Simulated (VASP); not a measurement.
Runs of VASP 6.6.1 on AsIr. The structure is that of space group P4_2/mmc (No. 131), or close to it. The cells are those of the table. 

```csv
task,potentials or basis,cell,cutoff (eV),gap on the mesh (eV),pressure (GPa)
single point,"VASP PAW PBE potentials, release 64 (Ir_sv_GW, As_d)","a = 2.971, b = 2.971, c = 7.768 Å, 4 atoms",560,none,-6.4
single point,"VASP PAW PBE potentials, release 64 (Ir_sv_GW, As_d)","a = 2.916, b = 2.916, c = 7.754 Å, 4 atoms",560,none,-0.6
single point,"VASP PAW PBE potentials, release 64 (Ir_sv_GW, As_d)","a = 2.916, b = 2.887, c = 7.754 Å, 4 atoms",560,none,(a)
relaxation of cell and atoms,"VASP PAW PBE potentials, release 64 (Ir, As)","relaxed from a = 3.693, b = 3.693, c = 4.598 Å, 4 atoms",600,none,-0.1
single point,"VASP PAW PBE potentials, release 64 (Ir_sv_GW, As_d)","a = 2.944, b = 2.944, c = 7.763 Å, 4 atoms",560,none,-3.7
relaxation of shape and atoms at fixed volume,"VASP PAW PBE potentials, release 64 (Ir, As)","relaxed from a = 2.963, b = 2.963, c = 7.813 Å, 4 atoms",600,none,-5.2
relaxation of shape and atoms at fixed volume,"VASP PAW PBE potentials, release 64 (Ir, As)","relaxed from a = 2.936, b = 2.936, c = 7.806 Å, 4 atoms",600,none,-2.5
```

Alike in all rows: level PBEsol; no spin polarisation; k mesh 8 × 8 × 8; smearing gaussian 0.05 eV.

Q: Estimate the missing entries.

A: (a) 1.0.

Caveats: the PAW data sets were made with another functional, which shifts forces and pressure a little; spin-orbit coupling is left out, which moves the levels of the heavy elements; the cell stands under tension (at least some runs); a cell axis changed by over 15 % at a fixed basis, so the end point is rough (at least some runs).

A k mesh can miss the band edges, and the runs leave out spin-orbit coupling on As, Ir.

A gap of «none» marks levels without a gap at the run's occupations.

The runs don't all hold the same shells in valence.
